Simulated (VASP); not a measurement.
# C (Fd-3m) in VASP: further runs, part 2 of 2

VASP 6.6.1.

## (3) Single point, PBEsol-based screened hybrid with 25 % exact exchange

This run uses another cell than the first one, of 5.56 Å³/atom.

Contents of POSCAR:

```
C
1.0
    0.0000000000      1.7714007132      1.7714007132
    1.7714007132      0.0000000000      1.7714007132
    1.7714007132      1.7714007132      0.0000000000
C
2
Direct
    0.7500000000      0.7500000000      0.7500000000
    0.5000000000      0.5000000000      0.5000000000
```

Contents of INCAR.step1:

```
PREC = Accurate
ENCUT = 520
EDIFF = 1E-5
ISMEAR = -1
SIGMA = 0.05
LREAL = F
LASPH = T
NELM = 100
ALGO = Normal
ISIF = 2
LWAVE = T
LCHARG = F
NBANDS = 11
GGA = PE
```

Contents of INCAR.step2:

```
PREC = Accurate
ENCUT = 520
EDIFF = 1E-6
ISMEAR = -1
SIGMA = 0.05
LREAL = F
LASPH = T
NELM = 100
ALGO = Normal
ISIF = 2
LWAVE = F
LCHARG = F
GGA = PS
LHFCALC = T
AEXX = 0.25
HFSCREEN = 0.207
PRECFOCK = Normal
NBANDS = 11
ISTART = 1
```

Contents of KPOINTS:

```
regular mesh
0
Gamma
  7 7 7
```

Potentials or basis: VASP PAW PBE potentials, release 64 (C).

On the command line:

```console
cat potpaw_PBE.64/C/POTCAR > POTCAR
cp INCAR.step1 INCAR
mpirun -np 1 vasp_std > vasp.out
cp INCAR.step2 INCAR
mpirun -np 1 vasp_std > vasp.out
```

OUTCAR:

```text
PREC = Accurate
   ENCUT = 520
   EDIFF = 1E-6
   ISMEAR = -1
   LREAL = F
   LASPH = T
   NELM = 100
   ISIF = 2
   GGA = PS
   LHFCALC = T
   AEXX = 0.25
   HFSCREEN = 0.207
   PRECFOCK = Normal
   ISTART = 1

 ion  position               nearest neighbor table
   1  0.750  0.750  0.750-   2 1.53   2 1.53   2 1.53   2 1.53
   2  0.500  0.500  0.500-   1 1.53   1 1.53   1 1.53   1 1.53

  LATTYP: Found a face centered cubic cell.
 ALAT       =     3.5428014264

  Lattice vectors:

 A1 = (   0.0000000000,   1.7714007132,   1.7714007132)
 A2 = (   1.7714007132,   0.0000000000,   1.7714007132)
 A3 = (   1.7714007132,   1.7714007132,   0.0000000000)

Analysis of symmetry for initial positions (statically):
=====================================================================
 Subroutine PRICEL returns:
 Original cell was already a primitive cell.

 Routine SETGRP: Setting up the symmetry group for a
 face centered cubic supercell.

 Subroutine GETGRP returns: Found 48 space group operations
 (whereof 24 operations were pure point group operations)
 out of a pool of 48 trial point group operations.

The static configuration has the point symmetry T_d .
 The point group associated with its full space group is O_h .

Analysis of symmetry for dynamics (positions and initial velocities):
=====================================================================
 Subroutine PRICEL returns:
 Original cell was already a primitive cell.

 Routine SETGRP: Setting up the symmetry group for a
 face centered cubic supercell.

 Subroutine GETGRP returns: Found 48 space group operations
 (whereof 24 operations were pure point group operations)
 out of a pool of 48 trial point group operations.

The dynamic configuration has the point symmetry T_d .
 The point group associated with its full space group is O_h .

[... 123 lines left out ...]
   NKREDY  =     1    reduce k-point grid by
   NKREDZ  =     1    reduce k-point grid by
   AEXX    =    0.2500 exact exchange contribution
   HFSCREEN=    0.2070 screening length (either q_TF or 0.3 A-1)
   HFSCREENC=   0.2070 screening length for correlation (either q_TF or 0.3 A-1)
   ENCUTFOCK=  -1.0 apply spherical cutoff to Coloumb kernel
   IVDW    =     0    specifies the selected vdW correction
   LEPSILON=     F    determine dielectric tensor
   LRPA    =     F    only Hartree local field effects (RPA)
 non-spin polarized calculation
  energy-cutoff  :      520.00
  volume of cell :       11.12
 maximum number of plane-waves:       307
  NGX = 14; NGY = 14; NGZ = 14

 number of electron       7.9999999 magnetization

 Free energy of the ion-electron system (eV)
  ---------------------------------------------------
  ext. energy  EPLUGINS =         0.00000000
  ---------------------------------------------------
  free energy    TOTEN  =       -21.79913030 eV

  energy without entropy =      -21.79913030  energy(sigma->0) =      -21.79913030

 E-fermi :  10.3470     XC(G=0): -10.9967

 val. band max:        9.3756614011   @ k =   0.0000   0.0000   0.0000
 cond. band min:      14.7533526916   @ k =   0.4286   0.4286   0.0000
 fundamental gap:      5.3776912905
 Fermi energy:        10.3470026676

 k-point     1 :       0.0000    0.0000    0.0000
  band No.  band energies     occupation
      1     -14.4508      2.00000
      2       9.3757      2.00000
      3       9.3757      2.00000
      4       9.3757      2.00000
      5      16.3768      0.00000
      6      16.3768      0.00000
      7      16.3768      0.00000
      8      25.1655      0.00000
      9      30.3205      0.00000
     10      37.8956      0.00000
     11      37.8956      0.00000
[... 253 lines left out ...]
 k-point    20 :      -0.2857    0.4286    0.1429
  band No.  band energies     occupation
      1      -5.1052      2.00000
      2      -3.2589      2.00000
      3      -0.8087      2.00000
      4       2.0341      2.00000
      5      18.9331      0.00000
      6      22.8565      0.00000
      7      24.4157      0.00000
      8      25.2355      0.00000
      9      30.8922      0.00000
     10      34.8115      0.00000
     11      39.4275      0.00000

------------------------ aborting loop because EDIFF is reached ----------------------------------------

  FORCE on cell =-STRESS in cart. coord.  units (eV):
  Direction    XX          YY          ZZ          XY          YZ          ZX
  --------------------------------------------------------------------------------------
  -------------------------------------------------------------------------------------
  Total       -0.1559548     -0.1559548     -0.1559548     -0.0000000     -0.0000000      0.0000000
  in kB      -22.4765102    -22.4765102    -22.4765102     -0.0000000     -0.0000000      0.0000000
  external PRESSURE =     -22.4765102 kB  Pullay stress =       0.0000000 kB

 VOLUME and BASIS-vectors are now :
 -----------------------------------------------------------------------------
  energy-cutoff  :      520.00
  volume of cell :       11.12
      direct lattice vectors                 reciprocal lattice vectors
     0.000000000  1.771400713  1.771400713    -0.282262503  0.282262503  0.282262503
     1.771400713  0.000000000  1.771400713     0.282262503 -0.282262503  0.282262503
     1.771400713  1.771400713  0.000000000     0.282262503  0.282262503 -0.282262503

 POSITION                                       TOTAL-FORCE (eV/Angst)
 -----------------------------------------------------------------------------------
      2.65710      2.65710      2.65710         0.000000      0.000000      0.000000
      1.77140      1.77140      1.77140        -0.000000     -0.000000     -0.000000
 -----------------------------------------------------------------------------------
    total drift:                               -0.000000      0.000000     -0.000000

  FREE ENERGIE OF THE ION-ELECTRON SYSTEM (eV)
  ---------------------------------------------------
  free  energy   TOTEN  =       -21.7991303049 eV

  energy  without entropy=      -21.7991303049  energy(sigma->0) =      -21.79913030
```

OUTCAR.step1:

```text
PREC = Accurate
   ENCUT = 520
   EDIFF = 1E-5
   ISMEAR = -1
   LREAL = F
[... 496 lines left out ...]
      2.65710      2.65710      2.65710         0.000000      0.000000      0.000000
      1.77140      1.77140      1.77140        -0.000000     -0.000000     -0.000000
 -----------------------------------------------------------------------------------
    total drift:                                0.000000     -0.000000      0.000000

  FREE ENERGIE OF THE ION-ELECTRON SYSTEM (eV)
  ---------------------------------------------------
  free  energy   TOTEN  =       -18.1722405784 eV

  energy  without entropy=      -18.1722405783  energy(sigma->0) =      -18.17224058
```

Run time: 2.5 min. Hardware: 1 thread of AMD EPYC 9R45 (Zen 5), shared host; peak memory 0.18 GiB.

Results:

```
Free energy            : -21.7991 eV
Pressure               : -2.2 GPa
Band gap on the k mesh : 5.38 eV (least direct gap 7.00 eV)
```

Levels at points of the mesh, in eV from the valence-band top:
```tsv
k point	band 2	band 3	band 4	band 5	band 6	band 7
(0.00, 0.00, 0.00)	0.00	0.00	0.00	7.00	7.00	7.00
```

Caveat: the k points lie up to 0.44 Å⁻¹ apart; the PAW data sets were made with another functional, which shifts forces and pressure a little; an odd mesh through Γ misses points on the zone boundary, where band edges can lie.
